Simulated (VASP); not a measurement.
# SiF (P-3m1) in VASP: vibrations by perturbation theory with PBE

Aim: the vibrations by perturbation theory of SiF with PBE.

All numbers are computed with VASP 6.6.1; they aren't measurements. Logs are shortened: lines on timing, memory, paths and dates and some standing lists are left out, and cuts for length are marked.

## 1. The cell of the first run

Symmetry: P-3m1, No. 164, trigonal system. The conventional cell has a = 3.970 Å, b = 3.970 Å, c = 6.304 Å, α = 90.00°, β = 90.00°, γ = 120.00°. Si (site symmetry 3m) has 1 F at 1.63 Å within 2.2 Å. F (site symmetry 3m) has 1 Si at 1.63 Å within 2.2 Å.

## 2. Vibrations by perturbation theory, PBE

Input file INCAR:

```
  ALGO = Normal
  EDIFF = 1E-8
  ENCUT = 520
  GGA = PE
  IBRION = 8
  ISIF = 2
  ISMEAR = 0
  LASPH = True
  LCHARG = True
  LEPSILON = True
  LREAL = False
  LWAVE = False
  NELM = 100
  NSW = 1
  PREC = Accurate
  SIGMA = 0.01
```

Input file KPOINTS:

```
k-points
0
Gamma
  12 12 6
```

Input file POSCAR:

```
SiF
1.0
    3.9702975212      0.0000000000      0.0000000000
   -1.9851487606      3.4383785139      0.0000000000
    0.0000000000      0.0000000000      6.3044958467
Si F
2 2
Direct
    0.6666666667      0.3333333333      0.9446068149
    0.3333333333      0.6666666667      0.0553931851
    0.6666666667      0.3333333333      0.6864423633
    0.3333333333      0.6666666667      0.3135576367
```

Potentials or basis: VASP PAW PBE potentials, release 64 (Si, F).

On the command line:

```bash
> cat potpaw_PBE.64/Si/POTCAR potpaw_PBE.64/F/POTCAR > POTCAR
> mpirun -np 1 vasp_std > vasp.out
```

OUTCAR:

```text
EDIFF = 1E-8
   ENCUT = 520
   GGA = PE
   IBRION = 8
   ISIF = 2
   ISMEAR = 0
   LASPH = True
   LEPSILON = True
   LREAL = False
   NELM = 100
   NSW = 1
   PREC = Accurate

 ion  position               nearest neighbor table
   1  0.667  0.333  0.945-   3 1.63   2 2.40   2 2.40   2 2.40
   2  0.333  0.667  0.055-   4 1.63   1 2.40   1 2.40   1 2.40
   3  0.667  0.333  0.686-   1 1.63
   4  0.333  0.667  0.314-   2 1.63

  LATTYP: Found a hexagonal cell.
 ALAT       =     3.9702975212
 C/A-ratio  =     1.5879152162

  Lattice vectors:

 A1 = (   3.9702975212,   0.0000000000,   0.0000000000)
 A2 = (  -1.9851487606,   3.4383785139,   0.0000000000)
 A3 = (   0.0000000000,   0.0000000000,   6.3044958467)

Analysis of symmetry for initial positions (statically):
=====================================================================
 Subroutine PRICEL returns:
 Original cell was already a primitive cell.

 Routine SETGRP: Setting up the symmetry group for a
 hexagonal supercell.

 Subroutine GETGRP returns: Found 12 space group operations
 (whereof 12 operations were pure point group operations)
 out of a pool of 24 trial point group operations.

The static configuration has the point symmetry D_3d.

Analysis of symmetry for dynamics (positions and initial velocities):
=====================================================================
 Subroutine PRICEL returns:
 Original cell was already a primitive cell.

 Routine SETGRP: Setting up the symmetry group for a
 hexagonal supercell.

 Subroutine GETGRP returns: Found 12 space group operations
 (whereof 12 operations were pure point group operations)
 out of a pool of 24 trial point group operations.

The dynamic configuration has the point symmetry D_3d.

 Subroutine INISYM returns: Found 12 space group operations
 (whereof 12 operations are pure point group operations),
 and found     1 'primitive' translations

----------------------------------------------------------------------------------------

                                     Primitive cell

  volume of cell :      86.0651

  direct lattice vectors                    reciprocal lattice vectors
     3.970297521  0.000000000  0.000000000     0.251870293  0.145417381  0.000000000
    -1.985148761  3.438378514  0.000000000     0.000000000  0.290834763  0.000000000
     0.000000000  0.000000000  6.304495847     0.000000000  0.000000000  0.158616965

  length of vectors
     3.970297521  3.970297521  6.304495847     0.290834763  0.290834763  0.158616965

  position of ions in fractional coordinates (direct lattice)
     0.666666667  0.333333333  0.944606815
     0.333333333  0.666666667  0.055393185
     0.666666667  0.333333333  0.686442363
     0.333333333  0.666666667  0.313557637

  ion indices of the primitive-cell ions
   primitive index   ion index
                 1           1
                 2           2
                 3           3
                 4           4

----------------------------------------------------------------------------------------

 KPOINTS: k-points

Automatic generation of k-mesh.
 Grid dimensions read from file:
 generate k-points for:   12   12    6

 Generating k-lattice:

  Cartesian coordinates                     Fractional coordinates (reciprocal lattice)
     0.020989191  0.012118115  0.000000000     0.083333333  0.000000000  0.000000000
     0.000000000  0.024236230  0.000000000     0.000000000  0.083333333  0.000000000
     0.000000000  0.000000000  0.026436161     0.000000000  0.000000000  0.166666667

  Length of vectors
     0.024236230  0.024236230  0.026436161

[... 576 lines left out ...]
 Free energy of the ion-electron system (eV)
  ---------------------------------------------------
  ---------------------------------------------------
  free energy    TOTEN  =        -2.11319165 eV

  energy without entropy =       -2.11319165

------------------------ aborting loop because EDIFF is reached ----------------------------------------

--------------------------------------- Ionic step        2  -------------------------------------------

------------------------ aborting loop because EDIFF is reached ----------------------------------------

--------------------------------------- Ionic step        3  -------------------------------------------

------------------------ aborting loop because EDIFF is reached ----------------------------------------

 PIEZOELECTRIC TENSOR FIELD DIRECTION 3  (e Angst)
 -----------------------------------------------------------------------------
     0.00142  0.00000  0.00000           ( -0.00000  0.00000  0.00000)
    -0.00000  0.00142  0.00000           (  0.00000 -0.00000  0.00000)
     0.00000 -0.00000  0.00028           (  0.00000  0.00000  0.00001)

 PIEZOELECTRIC TENSOR FIELD DIRECTION 3  (C/m^2)
 -----------------------------------------------------------------------------
     0.00026  0.00000  0.00000
    -0.00000  0.00026  0.00000
     0.00000 -0.00000  0.00005

[... ionic steps 4 to 9 ...]

--------------------------------------- Ionic step       10  -------------------------------------------

------------------------ aborting loop because EDIFF is reached ----------------------------------------

[... ionic steps 11 to 11 ...]

--------------------------------------- Ionic step       12  -------------------------------------------

 Free energy of the ion-electron system (eV)
  ---------------------------------------------------
  ---------------------------------------------------
  free energy    TOTEN  =        -0.54504310 eV

  energy without entropy =       -0.54504310

------------------------ aborting loop because EDIFF is reached ----------------------------------------

 INTERNAL STRAIN TENSOR  FOR ION    3  DIRECTION 3   (eV/Angst):
 -----------------------------------------------------------------------------
     0.36585  0.00000  0.00000
     0.00000  0.36585  0.00000
     0.00000 -0.00000 51.06585

 MACROSCOPIC STATIC DIELECTRIC TENSOR (including local field effects in DFT)
 ------------------------------------------------------
           9.241637     0.000000     0.000000
           0.000000     9.241637     0.000000
          -0.000000    -0.000000     2.070334
 ------------------------------------------------------

 PIEZOELECTRIC TENSOR (including local field effects)  for field in x, y, z        (e  Angst)
          XX          YY          ZZ          XY          YZ          ZX
  --------------------------------------------------------------------------------
  x     0.00000     0.00000     0.00000     0.00000     0.00000     0.00000
  y     0.00000     0.00000     0.00000     0.00000     0.00000     0.00000
  z     0.00000     0.00000     0.00000     0.00000     0.00000     0.00000

 PIEZOELECTRIC TENSOR (including local field effects)  for field in x, y, z        (C/m^2)
          XX          YY          ZZ          XY          YZ          ZX
  --------------------------------------------------------------------------------
  x     0.00000     0.00000     0.00000     0.00000     0.00000     0.00000
  y     0.00000     0.00000     0.00000     0.00000     0.00000     0.00000
  z     0.00000     0.00000     0.00000     0.00000     0.00000     0.00000

 BORN EFFECTIVE CHARGES (including local field effects) (in |e|, cummulative output)
 ---------------------------------------------------------------------------------
 ion    1
    1     0.20744     0.00000     0.00000
    2     0.00000     0.20744     0.00000
    3     0.00000    -0.00000     1.06783
 ion    2
    1     0.20744     0.00000     0.00000
    2     0.00000     0.20744     0.00000
    3     0.00000    -0.00000     1.06783
 ion    3
    1    -0.20744     0.00000     0.00000
    2     0.00000    -0.20744    -0.00000
    3     0.00000     0.00000    -1.06783
 ion    4
    1    -0.20744     0.00000     0.00000
    2     0.00000    -0.20744    -0.00000
    3     0.00000     0.00000    -1.06783

 INTERNAL STRAIN TENSOR FOR ION    4 for displacements in x,y,z  (eV/Angst):
          X           Y           Z          XY          YZ          ZX
  --------------------------------------------------------------------------------
  x     0.00000     0.00000     0.00000    -0.17165     0.00000    -2.34169
  y    -0.17165     0.17165    -0.00000     0.00000    -2.44280     0.00000
  z    -0.36585    -0.36585   -51.06585     0.00000     0.00000     0.00000

 SECOND DERIVATIVES (NOT SYMMETRIZED)
 ------------------------------------
               1X          1Y          1Z          2X          2Y          2Z          3X          3Y          3Z          4X          4Y          4Z
  1X   -14.373916    0.000000    0.000000   13.899876    0.000000    0.000000    1.665435    0.000000    0.000000   -1.191395    0.000000    0.000000
  1Y    -0.000000  -14.373916    0.000000   -0.000000   13.899876    0.000000    0.000000    1.665435    0.000000    0.000000   -1.191395    0.000000
  1Z     0.000000    0.000000  -34.755997   -0.000000    0.000000    5.583676    0.000000    0.000000   27.937893   -0.000000    0.000000    1.234428
  2X    13.899876    0.000000    0.000000  -14.373916    0.000000    0.000000   -1.191395    0.000000    0.000000    1.665435    0.000000    0.000000
  2Y    -0.000000   13.899876    0.000000   -0.000000  -14.373916    0.000000    0.000000   -1.191395    0.000000    0.000000    1.665435    0.000000
  2Z    -0.000000    0.000000    5.583676    0.000000    0.000000  -34.755997   -0.000000    0.000000    1.234428    0.000000    0.000000   27.937893
  3X     1.669257    0.000000    0.000000   -1.185204    0.000000    0.000000   -1.157406    0.000000    0.000000    0.673354    0.000000    0.000000
  3Y     0.000000    1.669257    0.000000    0.000000   -1.185204    0.000000    0.000000   -1.157406   -0.000000    0.000000    0.673354    0.000000
  3Z    -0.000000   -0.000000   27.920203    0.000000    0.000000    1.217499    0.000000    0.000000  -29.969770   -0.000000   -0.000000    0.832068
  4X    -1.185204    0.000000    0.000000    1.669257    0.000000    0.000000    0.673354    0.000000    0.000000   -1.157406    0.000000    0.000000
  4Y     0.000000   -1.185204    0.000000    0.000000    1.669257    0.000000    0.000000    0.673354    0.000000    0.000000   -1.157406   -0.000000
  4Z     0.000000    0.000000    1.217499   -0.000000   -0.000000   27.920203   -0.000000   -0.000000    0.832068    0.000000    0.000000  -29.969770

 Eigenvectors and eigenvalues of the dynamical matrix
 ----------------------------------------------------

   1 f  =   25.633650 THz   161.060972 2PiTHz  855.046519 cm-1   106.012209 meV
             X         Y         Z           dx          dy          dz
      1.985149  1.146126  5.955270    -0.000000    0.000000    0.479648
     -0.000000  2.292252  0.349226     0.000000   -0.000000   -0.479648
      1.985149  1.146126  4.327673     0.000000   -0.000000   -0.519555
     -0.000000  2.292252  1.976823    -0.000000    0.000000    0.519555
[... 71 lines left out ...]
  12 f/i=    0.016463 THz     0.103438 2PiTHz    0.549137 cm-1     0.068084 meV
             X         Y         Z           dx          dy          dz
      1.985149  1.146126  5.955270     0.234062    0.495956    0.000000
     -0.000000  2.292252  0.349226     0.234062    0.495956    0.000000
      1.985149  1.146126  4.327673     0.190508    0.403669    0.000000
     -0.000000  2.292252  1.976823     0.190508    0.403669    0.000000

--------------------------------------------------------------------------------------------------------

 MACROSCOPIC STATIC DIELECTRIC TENSOR IONIC CONTRIBUTION
 ------------------------------------------------------
           0.377716     0.000000     0.000000
           0.000000     0.377716    -0.000000
           0.000000    -0.000000     0.164460
 ------------------------------------------------------

 ELASTIC MODULI CONTR FROM IONIC RELAXATION (kBar)
 Direction    XX          YY          ZZ          XY          YZ          ZX
 --------------------------------------------------------------------------------
 XX        -155.2069     21.1116    -91.2907      0.0000    -97.0176      0.0000
 YY          21.1116   -155.2069    -91.2907      0.0000     97.0176     -0.0000
 ZZ         -91.2907    -91.2907  -3222.6655      0.0000     -0.0000      0.0000
 XY           0.0000      0.0000      0.0000    -88.1593      0.0000   -101.6945
 YZ         -97.0176     97.0176     -0.0000      0.0000   -210.7850      0.0000
 ZX           0.0000     -0.0000      0.0000   -101.6945      0.0000   -211.4028
 --------------------------------------------------------------------------------

 PIEZOELECTRIC TENSOR IONIC CONTR  for field in x, y, z        (C/m^2)
          XX          YY          ZZ          XY          YZ          ZX
  --------------------------------------------------------------------------------
  x    -0.00000    -0.00000    -0.00000    -0.00000     0.00000    -0.00000
  y    -0.00000     0.00000     0.00000    -0.00000    -0.00000    -0.00000
  z    -0.00000    -0.00000    -0.00000    -0.00000    -0.00000    -0.00000
```

Wall time 54 min (1 thread of Oxide Virtual Turin-like, shared host); peak memory 1.2 GiB.

What came out:

```yaml
Electronic_dielectric_tensor_diagonal: 9.24, 9.24, 2.07
Born_charges_mean_of_the_diagonal: Si +0.49; F -0.49 e
Highest_phonon_frequency_at_Γ_LO-TO_splitting_left_out: 855 cm⁻¹
```

Phonon frequencies in cm⁻¹ (negative: imaginary):
| q point | frequencies |
| --- | --- |
| (0.000, 0.000, 0.000) | -1 -1 0 107 107 147 147 317 527 527 836 855 |

Electronic dielectric tensor:
```
9.24 0.00 0.00
0.00 9.24 0.00
0.00 0.00 2.07
```

Born effective charge tensors (e):
atom 1, Si
```
0.21 0.00 0.00
0.00 0.21 0.00
0.00 0.00 1.07
```
atom 2, Si
```
0.21 0.00 0.00
0.00 0.21 0.00
0.00 0.00 1.07
```
atom 3, F
```
-0.21  0.00  0.00
 0.00 -0.21  0.00
 0.00  0.00 -1.07
```
atom 4, F
```
-0.21  0.00  0.00
 0.00 -0.21  0.00
 0.00  0.00 -1.07
```
